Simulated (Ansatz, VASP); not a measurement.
## CuI in VASP and in Ansatz

```xyz
2
Lattice="0.0000 2.8429 2.8429 2.8429 0.0000 2.8429 2.8429 2.8429 0.0000" Properties=species:S:1:pos:R:3 pbc="T T T"
I     2.8429    2.8429    2.8429
Cu    0.0000    0.0000    0.0000
```

Alike in both runs: task single point; functional PBE; k mesh 8 × 8 × 8; occupations fermi-dirac, width 0.05 eV; no spin polarisation.

|  | VASP | Ansatz |
| --- | --- | --- |
| version | VASP 6.6.1 | Ansatz 0.2.0 |
| potentials or method | VASP PAW PBE potentials, release 64 (I, Cu) | Ansatz PAW |
| plane-wave cutoff (eV) | 520 | 420 |
| valence electrons in the cell | 18 | 36 |

|  | VASP | Ansatz | Ansatz less VASP |
| --- | --- | --- | --- |
| gap on the k mesh at the Fermi level (eV) | none | none | - |
| pressure (GPa) | 1.4 | 1.4 | -0.09 |

A gap of «none» marks a metal or a gap that the smearing closes. VASP's potentials hold 18 valence electrons a cell and Ansatz's 36, so a difference there can come from the potentials and not from the codes.

Spin-orbit coupling is off throughout.
